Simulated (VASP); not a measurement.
PtSe2:

```xyz
3
Lattice="3.7240 0.0000 0.0000 -1.8620 3.2251 0.0000 0.0000 0.0000 5.0620" Properties=species:S:1:pos:R:3 pbc="T T T"
Pt    0.0000    0.0000    0.0000
Se    1.8620    1.0750    3.7965
Se    0.0000    2.1501    1.2655
```

- Program: VASP 6.6.1
- Task: relaxation of cell and atoms
- Functional: r2SCAN
- Dispersion: D4
- Potentials or basis: VASP PAW PBE potentials, release 64 (Pt, Se)
- Cutoff: 600 eV
- k mesh: 8 × 8 × 5
- Occupations: fermi-dirac, width 0.05 eV
- Spin: no spin polarisation

At the start: pressure 3.8 GPa; volume 20.27 Å³/atom.

Question: Where does the relaxation end?

Answer: Over 14 steps the energy falls by 8.6 meV/atom and the volume is 21.36 Å³/atom (+5.4 %); space group P-3m1 (No. 164, to 0.1 Å) before and after.

The path:
| step | energy change (eV) | largest force (eV/Å) | pressure (GPa) | volume (Å³) |
| --- | --- | --- | --- | --- |
| 1 | 0.0000 | 0.3933 | 3.76 | 60.80 |
| 2 | 0.0385 | 0.5889 | -5.58 | 65.08 |
| 3 | -0.0198 | 0.0032 | -0.05 | 62.32 |
| 4 | -0.0198 | 0.0101 | 0.02 | 62.29 |
| 5 | -0.0210 | 0.0187 | 0.07 | 62.33 |
| 6 | -0.0220 | 0.0789 | 0.14 | 62.42 |
| 7 | -0.0229 | 0.0792 | 0.04 | 62.65 |
| 8 | -0.0245 | 0.0800 | -0.30 | 63.35 |
| 9 | -0.0246 | 0.0825 | -0.83 | 64.76 |
| 10 | -0.0251 | 0.0777 | -0.55 | 64.03 |
| 11 | -0.0254 | 0.0547 | -0.37 | 64.04 |
| 12 | -0.0257 | 0.0211 | -0.11 | 64.06 |
| 13 | -0.0255 | 0.0483 | 0.41 | 64.10 |
| 14 | -0.0258 | 0.0011 | 0.03 | 64.07 |

Final structure:
```
CELL_PARAMETERS angstrom
3.72916 0.00000 0.00000
-1.86458 3.22955 0.00000
0.00000 0.00000 5.32009
ATOMIC_POSITIONS crystal
Pt 0.00000 0.00000 0.00000
Se 0.66667 0.33333 0.75565
Se 0.33333 0.66667 0.24435
```

Caveat: the PAW data sets were made with another functional, which shifts forces and pressure a little.
